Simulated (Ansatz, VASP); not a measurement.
NaH: VASP beside Ansatz

```
Na H
1.0
     0.00000    2.47211    2.47211
     2.47211    0.00000    2.47211
     2.47211    2.47211    0.00000
Na H
1 1
Direct
  0.00000 0.00000 0.00000
  0.50000 0.50000 0.50000
```

Change from the starting cell: volume scaled by 1.04.

Alike in both runs: task single point; functional RPBE; dispersion D4; k mesh 9 × 9 × 9; occupations fermi-dirac, width 0.02 eV; no spin polarisation.

```csv
,VASP,Ansatz
version,VASP 6.6.1,Ansatz 0.2.0
potentials or method,"VASP PAW PBE potentials, release 64 (Na_pv, H), cutoff 520 eV","all-electron LAPW, scalar-relativistic"
```

```csv
,VASP,Ansatz,Ansatz less VASP
gap on the k mesh at the Fermi level (eV),4.14,4.14,+0.001
least direct gap on the mesh (eV),4.79,4.79,+0.004
pressure (GPa),-1.0,-0.9,+0.06
```

VASP's potentials were made for PBE, not for RPBE. Ansatz ran all-electron here, and VASP with PAW potentials.
